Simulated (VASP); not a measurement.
V, 2 atoms in the cell. The structure is hexagonal, space group P6_3/mmc (No. 194). The conventional cell has a = 2.693 Å, b = 2.693 Å, c = 4.915 Å, α = 90.00°, β = 90.00°, γ = 120.00°. Within 3.6 Å of V (site symmetry -6m2) lie 12 V at 2.69 to 2.91 Å. This isn't the form of V at room conditions, which is bcc.

| Item | Value |
| --- | --- |
| Program | VASP 6.6.1 |
| Task | single point |
| Functional | BLYP |
| Potentials or basis | VASP PAW PBE potentials, release 64 (V_sv) |
| Cutoff | 520 eV |
| k mesh | 15 × 15 × 8 |
| Occupations | fermi-dirac, width 0.1 eV |
| Spin | no spin polarisation |
| Dipole correction | no |
| Further INCAR settings | ALGO = Normal; EDIFF = 1e-07; NBANDS = 20 |

Potentials or basis: VASP PAW PBE potentials, release 64 (V_sv).

Launch:

```bash
$ cat potpaw_PBE.64/V_sv/POTCAR > POTCAR
$ mpirun -np 1 vasp_std > vasp.out
```

Hardware: 1 thread of Intel Xeon 8259CL, on a shared host.

Estimate the wall time of this run.

Wall time 81 s on 1 thread of Intel Xeon 8259CL, on a shared host, peak memory 0.19 GiB. Counts: scf iterations 15, k points 135.
